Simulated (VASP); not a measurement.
# MoS2 in VASP: band structure with PBEsol

Aim: the band structure of MoS2 with PBEsol.

Everything below comes from runs of VASP 6.6.1. Logs are shortened: lines on timing, memory, paths and dates and some standing lists are left out, and cuts for length are marked.

**1. The cell of the first run**

The cell holds a slab with vacuum, 12 atoms: a = 3.141 Å, b = 3.141 Å, c = 33.748 Å, α = 90.00°, β = 90.00°, γ = 120.00°.

**2. Band structure, PBEsol**

The input, INCAR:

```
PREC = Accurate ; ENCUT = 520
EDIFF = 1E-6 ; ISMEAR = 0
SIGMA = 0.02 ; LREAL = False
LASPH = True ; NELM = 80
ALGO = Fast ; ISIF = 2
LWAVE = False ; LCHARG = False
LMAXMIX = 4 ; GGA = PS
```

The input, KPOINTS:

```
regular mesh
0
Gamma
  12 12 1
```

The input, POSCAR:

```
MoS2
1.0
    3.1414000000      0.0000000000      0.0000000000
   -1.5707000000      2.7205400000      0.0000000000
    0.0000000000      0.0000000000     33.7480500000
Mo S
4 8
Direct
    0.6666700000      0.3333300000      0.9065300000
    0.6666700000      0.3333300000      0.2788500000
    0.3333300000      0.6666700000      0.7211500000
    0.3333300000      0.6666700000      0.0934700000
    0.3333300000      0.6666700000      0.9527300000
    0.3333300000      0.6666700000      0.3250100000
    0.6666700000      0.3333300000      0.7673500000
    0.6666700000      0.3333300000      0.1396600000
    0.3333300000      0.6666700000      0.8603400000
    0.3333300000      0.6666700000      0.2326500000
    0.6666700000      0.3333300000      0.6749900000
    0.6666700000      0.3333300000      0.0472700000
```

The input, KPOINTS_OPT:

```
path GMKGALHA,LM,KH
10
line-mode
reciprocal
 0.0000000000  0.0000000000  0.0000000000  G
 0.5000000000  0.0000000000  0.0000000000  M

 0.5000000000  0.0000000000  0.0000000000  M
 0.3333333333  0.3333333333  0.0000000000  K

 0.3333333333  0.3333333333  0.0000000000  K
 0.0000000000  0.0000000000  0.0000000000  G

 0.0000000000  0.0000000000  0.0000000000  G
 0.0000000000  0.0000000000  0.5000000000  A

 0.0000000000  0.0000000000  0.5000000000  A
 0.5000000000  0.0000000000  0.5000000000  L

 0.5000000000  0.0000000000  0.5000000000  L
 0.3333333333  0.3333333333  0.5000000000  H

 0.3333333333  0.3333333333  0.5000000000  H
 0.0000000000  0.0000000000  0.5000000000  A

 0.5000000000  0.0000000000  0.5000000000  L
 0.5000000000  0.0000000000  0.0000000000  M

 0.3333333333  0.3333333333  0.0000000000  K
 0.3333333333  0.3333333333  0.5000000000  H
```

Potentials or basis: VASP PAW PBE potentials, release 64 (Mo_sv, S).

Command:

```bash
cat potpaw_PBE.64/Mo_sv/POTCAR potpaw_PBE.64/S/POTCAR > POTCAR
mpirun -np 1 vasp_std > vasp.out
```

OUTCAR:

```text
PREC = Accurate
   ENCUT = 520
   EDIFF = 1E-6
   ISMEAR = 0
   LREAL = False
   LASPH = True
   NELM = 80
   ISIF = 2
   GGA = PS

 ion  position               nearest neighbor table
   1  0.667  0.333  0.907-   9 2.39   9 2.39   9 2.39   5 2.39   5 2.39   5 2.39
   2  0.667  0.333  0.279-   6 2.39   6 2.39   6 2.39  10 2.39  10 2.39  10 2.39
   3  0.333  0.667  0.721-  11 2.39  11 2.39  11 2.39   7 2.39   7 2.39   7 2.39
   4  0.333  0.667  0.093-   8 2.39   8 2.39   8 2.39  12 2.39  12 2.39  12 2.39
   5  0.333  0.667  0.953-   1 2.39   1 2.39   1 2.39
   6  0.333  0.667  0.325-   2 2.39   2 2.39   2 2.39
   7  0.667  0.333  0.767-   3 2.39   3 2.39   3 2.39
   8  0.667  0.333  0.140-   4 2.39   4 2.39   4 2.39
   9  0.333  0.667  0.860-   1 2.39   1 2.39   1 2.39
  10  0.333  0.667  0.233-   2 2.39   2 2.39   2 2.39
  11  0.667  0.333  0.675-   3 2.39   3 2.39   3 2.39
  12  0.667  0.333  0.047-   4 2.39   4 2.39   4 2.39

  LATTYP: Found a hexagonal cell.
 ALAT       =     3.1414000000
 C/A-ratio  =    10.7429967530

  Lattice vectors:

 A1 = (   3.1414000000,   0.0000000000,   0.0000000000)
 A2 = (  -1.5707000000,   2.7205400000,   0.0000000000)
 A3 = (   0.0000000000,   0.0000000000,  33.7480500000)

Analysis of symmetry for initial positions (statically):
=====================================================================
 Subroutine PRICEL returns:
 Original cell was already a primitive cell.

 Routine SETGRP: Setting up the symmetry group for a
 hexagonal supercell.

 Subroutine GETGRP returns: Found  4 space group operations
 (whereof  4 operations were pure point group operations)
 out of a pool of 24 trial point group operations.

The static configuration has the point symmetry C_2h.

Analysis of symmetry for dynamics (positions and initial velocities):
=====================================================================
 Subroutine PRICEL returns:
 Original cell was already a primitive cell.

 Routine SETGRP: Setting up the symmetry group for a
 hexagonal supercell.

 Subroutine GETGRP returns: Found  4 space group operations
 (whereof  4 operations were pure point group operations)
 out of a pool of 24 trial point group operations.

The dynamic configuration has the point symmetry C_2h.

 Subroutine INISYM returns: Found  4 space group operations
 (whereof  4 operations are pure point group operations),
 and found     1 'primitive' translations

----------------------------------------------------------------------------------------

                                     Primitive cell

  volume of cell :     288.4211

  direct lattice vectors                    reciprocal lattice vectors
     3.141400000  0.000000000  0.000000000     0.318329407  0.183787042  0.000000000
    -1.570700000  2.720540000  0.000000000     0.000000000  0.367574085  0.000000000
     0.000000000  0.000000000 33.748050000     0.000000000  0.000000000  0.029631342

  length of vectors
     3.141400000  3.141406752 33.748050000     0.367574875  0.367574085  0.029631342

  position of ions in fractional coordinates (direct lattice)
     0.666670000  0.333330000  0.906530000
     0.666670000  0.333330000  0.278850000
     0.333330000  0.666670000  0.721150000
     0.333330000  0.666670000  0.093470000
     0.333330000  0.666670000  0.952730000
     0.333330000  0.666670000  0.325010000
     0.666670000  0.333330000  0.767350000
     0.666670000  0.333330000  0.139660000
     0.333330000  0.666670000  0.860340000
     0.333330000  0.666670000  0.232650000
     0.666670000  0.333330000  0.674990000
     0.666670000  0.333330000  0.047270000

  ion indices of the primitive-cell ions
   primitive index   ion index
                 1           1
                 2           2
                 3           3
                 4           4
                 5           5
                 6           6
                 7           7
                 8           8
                 9           9
                10          10
                11          11
                12          12

----------------------------------------------------------------------------------------

 KPOINTS: regular mesh

Automatic generation of k-mesh.
 Grid dimensions read from file:
 generate k-points for:   12   12    1

 Generating k-lattice:

  Cartesian coordinates                     Fractional coordinates (reciprocal lattice)
     0.026527451  0.015315587  0.000000000     0.083333333 -0.000000000  0.000000000
     0.000000000  0.030631174  0.000000000     0.000000000  0.083333333  0.000000000
     0.000000000  0.000000000  0.029631342     0.000000000  0.000000000  1.000000000

  Length of vectors
     0.030631240  0.030631174  0.029631342

  Shift w.r.t. Gamma in fractional coordinates (k-lattice)
     0.000000000  0.000000000  0.000000000

 Subroutine IBZKPT returns following result:
 ===========================================

 Found     43 irreducible k-points:

 Following reciprocal coordinates:
            Coordinates               Weight
  0.000000  0.000000  0.000000      1.000000
  0.083333  0.000000  0.000000      4.000000
 -0.083333  0.083333  0.000000      2.000000
  0.166667  0.000000  0.000000      4.000000
 -0.166667  0.166667  0.000000      2.000000
  0.250000  0.000000  0.000000      4.000000
[... 16 lines left out ...]
 -0.083333  0.416667  0.000000      4.000000
 -0.416667  0.333333  0.000000      4.000000
 [... further k-points ...]
   k-points           NKPTS =     43   k-points in BZ     NKDIM =     43   number of bands    NBANDS=     62
   number of dos      NEDOS =    301   number of ions     NIONS =     12
   total plane-waves  NPLWV = 145152
   dimension x,y,z NGX =    24 NGY =   24 NGZ =  252
   dimension x,y,z NGXF=    48 NGYF=   48 NGZF=  504
   ions per type =               4   8
   NGX,Y,Z   is equivalent  to a cutoff of  12.70, 12.70, 12.41 a.u.
   NGXF,Y,Z  is equivalent  to a cutoff of  25.40, 25.40, 24.83 a.u.
 SYSTEM =  unknown system
   PREC   = accura    normal or accurate (medium, high low for compatibility)
   ISTART =      0    job   : 0-new  1-cont  2-samecut
   ICHARG =      2    charge: 1-file 2-atom 10-const
   ISPIN  =      1    spin polarized calculation?
   LNONCOLLINEAR =      F non collinear calculations
   LSORBIT =      F    spin-orbit coupling
   LASPH  =      T    aspherical Exc in radial PAW
   ENCUT  =  520.0 eV  38.22 Ry    6.18 a.u.   5.84  5.84 62.75*2*pi/ulx,y,z
   NELM   =     80;   NELMIN=  2; NELMDL= -5     # of ELM steps
   EDIFF  = 0.1E-05   stopping-criterion for ELM
   LREAL  =      F    real-space projection
   EDIFFG = 0.1E-04   stopping-criterion for IOM
   NSW    =      0    number of steps for IOM
   IBRION =     -1    ionic relax: 0-MD 1-quasi-New 2-CG
   NFREE  =      0    steps in history (QN), initial steepest desc. (CG)
   ISIF   =      2    stress and relaxation
   ISYM   =      2    0-nonsym 1-usesym 2-fastsym
   POTIM  = 0.5000    time-step for ionic-motion
   TEBEG  =    0.0;   TEEND  =   0.0 temperature during run
   PSTRESS=    0.0 pullay stress
   NELECT =     104.0000    total number of electrons
   NUPDOWN=      -1.0000    fix difference up-down
   EMIN   =  10.00;   EMAX   =-10.00  energy-range for DOS
   EFERMI =   0.00;   METHOD = LEGACY
   ISMEAR =     0;   SIGMA  =   0.02  broadening in eV -4-tet -1-fermi 0-gaus
   EFERMI_NEDOS =   21; number of points for ismear=-14 and -15
   IALGO  =     68    algorithm
   IMIX   =      4    mixing-type and parameters
     AMIX     =   0.40;   BMIX     =  1.00
     AMIX_MAG =   1.60;   BMIX_MAG =  1.00
  volume/ion in A,a.u.               =      24.04       162.20
  Fermi-wavevector in a.u.,A,eV,Ry     =   1.165226  2.201958 18.473341  1.357752
  Thomas-Fermi vector in A             =   2.301755
   LORBIT       =      0    0 simple, 1 ext, 2 COOP (PROOUT), +10 PAW based schemes
   GGA     = PS    functional components
   LHFCALC =     F    Hartree Fock is set to
   AEXX    =    0.0000 exact exchange contribution
   IVDW    =     0    specifies the selected vdW correction
   LEPSILON=     F    determine dielectric tensor
   LRPA    =     F    only Hartree local field effects (RPA)
 non-spin polarized calculation
 RMM-DIIS sequential band-by-band and
 Gauss-broadening in eV      SIGMA  =   0.02
  energy-cutoff  :      520.00
  volume of cell :      288.42
 maximum number of plane-waves:      7816
   NGX = 11   NGY = 11   NGZ =125

 number of electron     103.9999996 magnetization

 Free energy of the ion-electron system (eV)
  ---------------------------------------------------
  ext. energy  EPLUGINS =         0.00000000
  ---------------------------------------------------
  free energy    TOTEN  =       -93.78340566 eV

  energy without entropy =      -93.78340566  energy(sigma->0) =      -93.78340566

 E-fermi :   4.0975     XC(G=0):  -8.3969

 val. band max:        3.9950697887   @ k =   0.0000   0.0000   0.0000
 cond. band min:       5.1116868933   @ k =  -0.1667   0.3333   0.0000
 fundamental gap:      1.1166171046
 Fermi energy:         4.0974586409

 k-point     1 :       0.0000    0.0000    0.0000
  band No.  band energies     occupation
      1     -57.2324      2.00000
      2     -57.2324      2.00000
      3     -57.2307      2.00000
      4     -57.2307      2.00000
      5     -31.4438      2.00000
      6     -31.4437      2.00000
[... 54 lines left out ...]
     61       6.6127      0.00000
     62       6.6233      0.00000

 k-point     2 :       0.0833    0.0000    0.0000
  band No.  band energies     occupation
      1     -57.2294      2.00000
      2     -57.2294      2.00000
      3     -57.2277      2.00000
      4     -57.2277      2.00000
      5     -31.4379      2.00000
      6     -31.4379      2.00000
[... 1419 lines left out ...]
     61       6.8161      0.00000
     62       7.0080      0.00000

 k-point    24 :      -0.4167    0.3333    0.0000
  band No.  band energies     occupation
      1     -57.1928      2.00000
      2     -57.1927      2.00000
      3     -57.1910      2.00000
      4     -57.1910      2.00000
      5     -31.5467      2.00000
      6     -31.5467      2.00000
[... 54 lines left out ...]
     61       6.9054      0.00000
     62       7.2487      0.00000

 [... further k-points ...]
[... 5 lines left out ...]
  --------------------------------------------------------------------------------------
  -------------------------------------------------------------------------------------
  Total       -0.0205155     -0.0197180      0.0038762      0.0006908     -0.0000115      0.0000199
  in kB       -0.1139636     -0.1095335      0.0215320      0.0038371     -0.0000636      0.0001105
  external PRESSURE =      -0.0673217 kB  Pullay stress =       0.0000000 kB

 VOLUME and BASIS-vectors are now :
 -----------------------------------------------------------------------------
  energy-cutoff  :      520.00
  volume of cell :      288.42
      direct lattice vectors                 reciprocal lattice vectors
     3.141400000  0.000000000  0.000000000     0.318329407  0.183787042  0.000000000
    -1.570700000  2.720540000  0.000000000     0.000000000  0.367574085  0.000000000
     0.000000000  0.000000000 33.748050000     0.000000000  0.000000000  0.029631342

 POSITION                                       TOTAL-FORCE (eV/Angst)
 -----------------------------------------------------------------------------------
      1.57072      0.90684     30.59362        -0.000643      0.000371      0.009297
      1.57072      0.90684      9.41064        -0.000653      0.000377      0.004553
     -0.00002      1.81370     24.33741         0.000653     -0.000377     -0.004553
     -0.00002      1.81370      3.15443         0.000643     -0.000371     -0.009297
     -0.00002      1.81370     32.15278         0.000321     -0.000185      0.001426
     -0.00002      1.81370     10.96845         0.000330     -0.000190      0.002862
      1.57072      0.90684     25.89657        -0.000325      0.000187     -0.000542
      1.57072      0.90684      4.71325        -0.000320      0.000185      0.001308
     -0.00002      1.81370     29.03480         0.000320     -0.000185     -0.001308
     -0.00002      1.81370      7.85148         0.000325     -0.000187      0.000542
      1.57072      0.90684     22.77960        -0.000330      0.000190     -0.002862
      1.57072      0.90684      1.59527        -0.000321      0.000185     -0.001426
 -----------------------------------------------------------------------------------
    total drift:                                0.000000      0.000000      0.000000

  FREE ENERGIE OF THE ION-ELECTRON SYSTEM (eV)
  ---------------------------------------------------
  free  energy   TOTEN  =       -93.7834056619 eV

  energy  without entropy=      -93.7834056619  energy(sigma->0) =      -93.78340566
```

It took 42 min on 1 thread of Intel Xeon Platinum 8259CL at 2.50GHz (Skylake/Cascade Lake), shared host; peak memory 0.96 GiB.

What came out:

| Item | Value |
| --- | --- |
| Free energy | -93.7834 eV |
| Largest force | 0.009 eV/Å |
| Band gap on the k mesh | 1.12 eV (least direct gap 1.76 eV) |
| Band gap along the path | 1.11 eV (least direct gap 1.76 eV) |

Forces on the atoms (eV/Å):
```
Mo  -0.001  0.000  0.009
Mo  -0.001  0.000  0.005
Mo   0.001  0.000 -0.005
Mo   0.001  0.000 -0.009
S    0.000  0.000  0.001
S    0.000  0.000  0.003
S    0.000  0.000 -0.001
S    0.000  0.000  0.001
S    0.000  0.000 -0.001
S    0.000  0.000  0.001
S    0.000  0.000 -0.003
S    0.000  0.000 -0.001
```

Levels at the corners of the path, in eV from the valence-band top:
| point | band 49 | band 50 | band 51 | band 52 | band 53 | band 54 | band 55 | band 56 |
| --- | --- | --- | --- | --- | --- | --- | --- | --- |
| Γ | -0.92 | -0.51 | -0.17 | 0.00 | 2.35 | 2.35 | 2.36 | 2.36 |
| M | -1.25 | -1.22 | -1.19 | -1.18 | 1.86 | 1.87 | 1.88 | 1.89 |
| M | -1.25 | -1.22 | -1.19 | -1.18 | 1.86 | 1.87 | 1.88 | 1.89 |
| K | -0.60 | -0.56 | -0.51 | -0.48 | 1.28 | 1.28 | 1.28 | 1.28 |
| K | -0.60 | -0.56 | -0.51 | -0.48 | 1.28 | 1.28 | 1.28 | 1.28 |
| Γ | -0.92 | -0.51 | -0.17 | 0.00 | 2.35 | 2.35 | 2.36 | 2.36 |
| Γ | -0.92 | -0.51 | -0.17 | 0.00 | 2.35 | 2.35 | 2.36 | 2.36 |
| A | -0.92 | -0.51 | -0.17 | 0.00 | 2.35 | 2.35 | 2.35 | 2.36 |
| A | -0.92 | -0.51 | -0.17 | 0.00 | 2.35 | 2.35 | 2.36 | 2.36 |
| L | -1.25 | -1.22 | -1.19 | -1.18 | 1.86 | 1.87 | 1.88 | 1.89 |
| L | -1.25 | -1.22 | -1.19 | -1.18 | 1.86 | 1.87 | 1.88 | 1.89 |
| H | -0.60 | -0.56 | -0.51 | -0.48 | 1.28 | 1.28 | 1.28 | 1.28 |
| H | -0.60 | -0.56 | -0.51 | -0.48 | 1.28 | 1.28 | 1.28 | 1.28 |
| A | -0.92 | -0.51 | -0.17 | 0.00 | 2.35 | 2.35 | 2.36 | 2.36 |
| L | -1.25 | -1.22 | -1.19 | -1.18 | 1.86 | 1.87 | 1.88 | 1.89 |
| M | -1.25 | -1.22 | -1.19 | -1.18 | 1.86 | 1.87 | 1.88 | 1.89 |
| K | -0.60 | -0.56 | -0.51 | -0.48 | 1.28 | 1.28 | 1.28 | 1.28 |
| H | -0.60 | -0.56 | -0.51 | -0.48 | 1.28 | 1.28 | 1.28 | 1.28 |

Caveat: the PAW data sets were made with another functional, which shifts forces and pressure a little.
